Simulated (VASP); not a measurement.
# BiTe (Fm-3m) in VASP: a series of runs, part 3 of 3

VASP 6.6.1.

**5. Single point, PBEsol**

This run uses another cell than the first one, of 32.84 Å³/atom, 0.970 times its volume.

Input file INCAR:

```
SYSTEM = BiTe
PREC = Accurate ; ENCUT = 520
EDIFF = 1E-6 ; ISMEAR = -1
SIGMA = 0.05 ; LREAL = .FALSE.
LASPH = .TRUE. ; NELM = 80
ALGO = Normal ; ISIF = 2
LWAVE = .FALSE. ; LCHARG = .TRUE.
GGA = PS ; LELF = .TRUE.
LVHAR = .TRUE. ; NBANDS = 18
```

Input file KPOINTS:

```
Automatic mesh
0
G
  7 7 7
  0 0 0
```

Input file POSCAR:

```
BiTe
1.0
    0.0000000000      3.2023158909      3.2023158909
    3.2023158909      0.0000000000      3.2023158909
    3.2023158909      3.2023158909      0.0000000000
Bi Te
1 1
Direct
    0.0000000000      0.0000000000      0.0000000000
    0.5000000000      0.5000000000      0.5000000000
```

Potentials or basis: VASP PAW PBE potentials, release 64 (Bi_d, Te).

Run with:

```console
cat potpaw_PBE.64/Bi_d/POTCAR potpaw_PBE.64/Te/POTCAR > POTCAR
mpirun -np 1 vasp_std > vasp.out
```

OUTCAR:

```text
SYSTEM = BiTe
   PREC = Accurate
   ENCUT = 520
   EDIFF = 1E-6
   ISMEAR = -1
   LREAL = .FALSE.
   LASPH = .TRUE.
   NELM = 80
   ISIF = 2
   GGA = PS

 ion  position               nearest neighbor table
   1  0.000  0.000  0.000-   2 3.20   2 3.20   2 3.20   2 3.20   2 3.20   2 3.20
   2  0.500  0.500  0.500-   1 3.20   1 3.20   1 3.20   1 3.20   1 3.20   1 3.20

  LATTYP: Found a face centered cubic cell.
 ALAT       =     6.4046317818

  Lattice vectors:

 A1 = (   0.0000000000,   3.2023158909,   3.2023158909)
 A2 = (   3.2023158909,   0.0000000000,   3.2023158909)
 A3 = (   3.2023158909,   3.2023158909,   0.0000000000)

Analysis of symmetry for initial positions (statically):
=====================================================================
 Subroutine PRICEL returns:
 Original cell was already a primitive cell.

 Routine SETGRP: Setting up the symmetry group for a
 face centered cubic supercell.

 Subroutine GETGRP returns: Found 48 space group operations
 (whereof 48 operations were pure point group operations)
 out of a pool of 48 trial point group operations.

The static configuration has the point symmetry O_h .

Analysis of symmetry for dynamics (positions and initial velocities):
=====================================================================
 Subroutine PRICEL returns:
 Original cell was already a primitive cell.

 Routine SETGRP: Setting up the symmetry group for a
 face centered cubic supercell.

 Subroutine GETGRP returns: Found 48 space group operations
 (whereof 48 operations were pure point group operations)
 out of a pool of 48 trial point group operations.

The dynamic configuration has the point symmetry O_h .

 Subroutine INISYM returns: Found 48 space group operations
 (whereof 48 operations are pure point group operations),
 and found     1 'primitive' translations

----------------------------------------------------------------------------------------

                                     Primitive cell

  volume of cell :      65.6784

  direct lattice vectors                    reciprocal lattice vectors
     0.000000000  3.202315891  3.202315891    -0.156137001  0.156137001  0.156137001
     3.202315891  0.000000000  3.202315891     0.156137001 -0.156137001  0.156137001
     3.202315891  3.202315891  0.000000000     0.156137001  0.156137001 -0.156137001

  length of vectors
     4.528758564  4.528758564  4.528758564     0.270437219  0.270437219  0.270437219

  position of ions in fractional coordinates (direct lattice)
     0.000000000  0.000000000  0.000000000
     0.500000000  0.500000000  0.500000000

  ion indices of the primitive-cell ions
   primitive index   ion index
                 1           1
                 2           2

----------------------------------------------------------------------------------------

 KPOINTS: Automatic mesh

Automatic generation of k-mesh.
 Grid dimensions read from file:
 generate k-points for:    7    7    7

 Generating k-lattice:

  Cartesian coordinates                     Fractional coordinates (reciprocal lattice)
    -0.022305286  0.022305286  0.022305286     0.142857143  0.000000000  0.000000000
     0.022305286 -0.022305286  0.022305286     0.000000000  0.142857143  0.000000000
     0.022305286  0.022305286 -0.022305286     0.000000000  0.000000000  0.142857143

  Length of vectors
     0.038633888  0.038633888  0.038633888

  Shift w.r.t. Gamma in fractional coordinates (k-lattice)
     0.000000000  0.000000000  0.000000000

 Subroutine IBZKPT returns following result:
 ===========================================

 Found     20 irreducible k-points:

 Following reciprocal coordinates:
            Coordinates               Weight
  0.000000  0.000000  0.000000      1.000000
  0.142857  0.000000  0.000000      8.000000
  0.285714  0.000000  0.000000      8.000000
  0.428571  0.000000  0.000000      8.000000
  0.142857  0.142857  0.000000      6.000000
  0.285714  0.142857  0.000000     24.000000
[... 12 lines left out ...]
 -0.428571  0.428571  0.142857     24.000000
 -0.285714  0.428571  0.142857     24.000000
   k-points           NKPTS =     20   k-points in BZ     NKDIM =     20   number of bands    NBANDS=     18
   number of dos      NEDOS =    301   number of ions     NIONS =      2
   total plane-waves  NPLWV =  46656
   dimension x,y,z NGX =    36 NGY =   36 NGZ =   36
   dimension x,y,z NGXF=    72 NGYF=   72 NGZF=   72
   ions per type =               1   1
   NGX,Y,Z   is equivalent  to a cutoff of  13.22, 13.22, 13.22 a.u.
   NGXF,Y,Z  is equivalent  to a cutoff of  26.43, 26.43, 26.43 a.u.
 SYSTEM =  BiTe
   PREC   = accura    normal or accurate (medium, high low for compatibility)
   ISTART =      0    job   : 0-new  1-cont  2-samecut
   ICHARG =      2    charge: 1-file 2-atom 10-const
   ISPIN  =      1    spin polarized calculation?
   LNONCOLLINEAR =      F non collinear calculations
   LSORBIT =      F    spin-orbit coupling
   LASPH  =      T    aspherical Exc in radial PAW
   ENCUT  =  520.0 eV  38.22 Ry    6.18 a.u.   8.42  8.42  8.42*2*pi/ulx,y,z
   NELM   =     80;   NELMIN=  2; NELMDL= -5     # of ELM steps
   EDIFF  = 0.1E-05   stopping-criterion for ELM
   LREAL  =      F    real-space projection
   EDIFFG = 0.1E-04   stopping-criterion for IOM
   NSW    =      0    number of steps for IOM
   IBRION =     -1    ionic relax: 0-MD 1-quasi-New 2-CG
   NFREE  =      0    steps in history (QN), initial steepest desc. (CG)
   ISIF   =      2    stress and relaxation
   ISYM   =      2    0-nonsym 1-usesym 2-fastsym
   POTIM  = 0.5000    time-step for ionic-motion
   TEBEG  =    0.0;   TEEND  =   0.0 temperature during run
   PSTRESS=    0.0 pullay stress
   NELECT =      21.0000    total number of electrons
   NUPDOWN=      -1.0000    fix difference up-down
   EMIN   =  10.00;   EMAX   =-10.00  energy-range for DOS
   EFERMI =   0.00;   METHOD = LEGACY
   ISMEAR =    -1;   SIGMA  =   0.05  broadening in eV -4-tet -1-fermi 0-gaus
   EFERMI_NEDOS =   21; number of points for ismear=-14 and -15
   IALGO  =     38    algorithm
   IMIX   =      4    mixing-type and parameters
     AMIX     =   0.40;   BMIX     =  1.00
     AMIX_MAG =   1.60;   BMIX_MAG =  1.00
  volume/ion in A,a.u.               =      32.84       221.61
  Fermi-wavevector in a.u.,A,eV,Ry     =   1.119456  2.115465 17.050578  1.253182
  Thomas-Fermi vector in A             =   2.256095
   LORBIT       =      0    0 simple, 1 ext, 2 COOP (PROOUT), +10 PAW based schemes
   GGA     = PS    functional components
   LHFCALC =     F    Hartree Fock is set to
   AEXX    =    0.0000 exact exchange contribution
   IVDW    =     0    specifies the selected vdW correction
   LEPSILON=     F    determine dielectric tensor
   LRPA    =     F    only Hartree local field effects (RPA)
 non-spin polarized calculation
  energy-cutoff  :      520.00
  volume of cell :       65.68
 maximum number of plane-waves:      1807
 NGX is ok and might be reduce to    36
   NGX = 17   NGY = 17   NGZ = 17

 number of electron      21.0000004 magnetization

 Free energy of the ion-electron system (eV)
  ---------------------------------------------------
  ext. energy  EPLUGINS =         0.00000000
  ---------------------------------------------------
  free energy    TOTEN  =        -7.96921837 eV

  energy without entropy =       -7.94735440  energy(sigma->0) =       -7.95828639

 E-fermi :   6.8986     XC(G=0):  -9.7268

 val. band max:        6.8905920203   @ k =  -0.4286   0.1429   0.0000
 cond. band min:       6.9026845904   @ k =   0.1429   0.1429   0.0000
 fundamental gap:      0.0120925701
 Fermi energy:         6.8985552452

 k-point     1 :       0.0000    0.0000    0.0000
  band No.  band energies     occupation
      1     -16.2101      2.00000
      2     -16.2101      2.00000
      3     -16.2040      2.00000
      4     -16.2040      2.00000
      5     -16.2040      2.00000
      6      -6.8823      2.00000
[... 10 lines left out ...]
     17      13.0060      0.00000
     18      13.2211      0.00000
[... 379 lines left out ...]
 k-point    20 :      -0.2857    0.4286    0.1429
  band No.  band energies     occupation
      1     -16.2213      2.00000
      2     -16.2099      2.00000
      3     -16.2015      2.00000
      4     -16.1983      2.00000
      5     -16.1925      2.00000
      6      -4.4973      2.00000
[... 10 lines left out ...]
     17      16.3587      0.00000
     18      17.2605      0.00000

------------------------ aborting loop because EDIFF is reached ----------------------------------------

  FORCE on cell =-STRESS in cart. coord.  units (eV):
  Direction    XX          YY          ZZ          XY          YZ          ZX
  --------------------------------------------------------------------------------------
  -------------------------------------------------------------------------------------
  Total       -0.0243309     -0.0243309     -0.0243309     -0.0000000      0.0000000      0.0000000
  in kB       -0.5935339     -0.5935339     -0.5935339     -0.0000000      0.0000000      0.0000000
  external PRESSURE =      -0.5935339 kB  Pullay stress =       0.0000000 kB

 VOLUME and BASIS-vectors are now :
 -----------------------------------------------------------------------------
  energy-cutoff  :      520.00
  volume of cell :       65.68
      direct lattice vectors                 reciprocal lattice vectors
     0.000000000  3.202315891  3.202315891    -0.156137001  0.156137001  0.156137001
     3.202315891  0.000000000  3.202315891     0.156137001 -0.156137001  0.156137001
     3.202315891  3.202315891  0.000000000     0.156137001  0.156137001 -0.156137001

 POSITION                                       TOTAL-FORCE (eV/Angst)
 -----------------------------------------------------------------------------------
      0.00000      0.00000      0.00000         0.000000      0.000000      0.000000
      3.20232      3.20232      3.20232         0.000000     -0.000000     -0.000000
 -----------------------------------------------------------------------------------
    total drift:                               -0.000000      0.000000      0.000000

  FREE ENERGIE OF THE ION-ELECTRON SYSTEM (eV)
  ---------------------------------------------------
  free  energy   TOTEN  =        -7.9692183702 eV

  energy  without entropy=       -7.9473544002  energy(sigma->0) =       -7.95828639
```

OSZICAR:

```text
N       E                     dE             d eps       ncg     rms          rms(c)
DAV:   1     0.155892386637E+03    0.15589E+03   -0.98750E+03   720   0.112E+03
DAV:   2     0.374309311815E+01   -0.15215E+03   -0.14821E+03   782   0.307E+02
DAV:   3    -0.767073105573E+01   -0.11414E+02   -0.11325E+02   864   0.888E+01
DAV:   4    -0.798280378617E+01   -0.31207E+00   -0.31138E+00   892   0.155E+01
DAV:   5    -0.799506312126E+01   -0.12259E-01   -0.12258E-01  1006   0.293E+00    0.683E+00
DAV:   6    -0.796917970881E+01    0.25883E-01   -0.72791E-02  1022   0.183E+00    0.422E+00
DAV:   7    -0.796977579784E+01   -0.59609E-03   -0.22950E-02   840   0.888E-01    0.413E-01
DAV:   8    -0.796916371898E+01    0.61208E-03   -0.42737E-03   920   0.474E-01    0.105E-01
DAV:   9    -0.796922044602E+01   -0.56727E-04   -0.38810E-04   796   0.120E-01    0.421E-02
DAV:  10    -0.796922006578E+01    0.38024E-06   -0.14672E-05   964   0.209E-02    0.271E-02
DAV:  11    -0.796921877438E+01    0.12914E-05   -0.19075E-06   756   0.713E-03    0.804E-03
DAV:  12    -0.796921837015E+01    0.40423E-06   -0.37053E-07   412   0.496E-03
   1 F= -.79692184E+01 E0= -.79582864E+01  d E =-.218640E-01
```

stdout:

```text
POSCAR found type information on POSCAR BiTe
 POSCAR found :  2 types and       2 ions
 scaLAPACK will be used
 -----------------------------------------------------------------------------
|                                                                             |
|                                                                             |
|     You enforced a specific xc type in the INCAR file but a different       |
|     I HOPE YOU KNOW WHAT YOU ARE DOING!                                     |
|                                                                             |
 -----------------------------------------------------------------------------

 LDA part: xc-table for (Slater+PW92), standard interpolation
 POSCAR, INCAR and KPOINTS ok, starting setup
 FFT: planning ... GRIDC
 FFT: planning ... GRID_SOFT
 FFT: planning ... GRID
 WAVECAR not read
 entering main loop
```

It took 14 s on 1 thread of Intel Xeon Platinum 8488C (Sapphire Rapids), shared host; peak memory 0.21 GiB.

Results:

```yaml
Free_energy: -7.9692 eV
Pressure: -0.1 GPa
```

Caveat: the PAW data sets were made with another functional, which shifts forces and pressure a little; spin-orbit coupling is left out, which moves the levels of the heavy elements.

**6. Single point, revPBE**

This run uses another cell than the first one, of 35.21 Å³/atom, 1.040 times its volume.

Input file INCAR:

```
SYSTEM = BiTe
PREC = Accurate ; ENCUT = 520
EDIFF = 1E-6 ; ISMEAR = -1
SIGMA = 0.05 ; LREAL = .False.
LASPH = .True. ; NELM = 80
ALGO = Normal ; ISIF = 2
LWAVE = .False. ; LCHARG = .True.
GGA = RE ; LELF = .True.
LVHAR = .True. ; NBANDS = 18
```

Input file KPOINTS:

```
Automatic mesh
0
Gamma
  7 7 7
  0 0 0
```

Input file POSCAR:

```
BiTe
1.0
    0.0000000000      3.2776917718      3.2776917718
    3.2776917718      0.0000000000      3.2776917718
    3.2776917718      3.2776917718      0.0000000000
Bi Te
1 1
Direct
    0.0000000000      0.0000000000      0.0000000000
    0.5000000000      0.5000000000      0.5000000000
```

Potentials or basis: VASP PAW PBE potentials, release 64 (Bi_d, Te).

Run with:

```console
cat potpaw_PBE.64/Bi_d/POTCAR potpaw_PBE.64/Te/POTCAR > POTCAR
mpirun -np 1 vasp_std > vasp.out
```

It took 14 s on 1 thread of Intel Xeon Platinum 8488C (Sapphire Rapids), shared host; peak memory 0.21 GiB.

It converged, with:

```yaml
Free_energy: -6.5234 eV
Pressure: -0.1 GPa
```

Levels at points of the mesh, in eV from the Fermi level:
| k point | band 6 | band 7 | band 8 | band 9 | band 10 | band 11 | band 12 | band 13 | band 14 | band 15 |
| --- | --- | --- | --- | --- | --- | --- | --- | --- | --- | --- |
| (0.00, 0.00, 0.00) | -13.29 | -8.29 | -2.48 | -2.48 | -2.48 | 2.04 | 2.04 | 2.04 | 4.70 | 4.70 |

Caveat: the PAW data sets were made with another functional, which shifts forces and pressure a little; spin-orbit coupling is left out, which moves the levels of the heavy elements.

**7. Summary**

```tsv
task	level	potentials or basis	cell	cutoff (eV)	gap on the mesh (eV)	pressure (GPa)	relaxed volume (Å³/atom)
relaxation of cell and atoms	revPBE+D3(BJ)	VASP PAW PBE potentials, release 64 (Bi_d, Te)	relaxed from a = 4.575 Å, angles 60.0°, 2 atoms	600	none	0.0	32.31
relaxation of cell and atoms	revPBE+D4	VASP PAW PBE potentials, release 64 (Bi_d, Te)	relaxed from a = 4.575 Å, angles 60.0°, 2 atoms	600	none	0.0	32.70
single point	LDA	VASP PAW LDA potentials, release 64 (Bi_d, Te)	a = 4.495 Å, angles 60.0°, 2 atoms	520	none	0.1	-
single point	PBEsol	VASP PAW PBE potentials, release 64 (Bi_d, Te)	a = 4.529 Å, angles 60.0°, 2 atoms	520	none	-0.1	-
single point	revPBE	VASP PAW PBE potentials, release 64 (Bi_d, Te)	a = 4.635 Å, angles 60.0°, 2 atoms	520	none	-0.1	-
```

Alike in all rows: no spin polarisation; k mesh 7 × 7 × 7; smearing fermi-dirac 0.05 eV.

Caveats: spin-orbit coupling is left out, which moves the levels of the heavy elements; the PAW data sets were made with another functional, which shifts forces and pressure a little (some runs); pairwise dispersion overbinds metals, which lowers pressure and volume (some runs).

Total energies depend on the potentials used, so only differences within one code and one set of settings carry meaning.
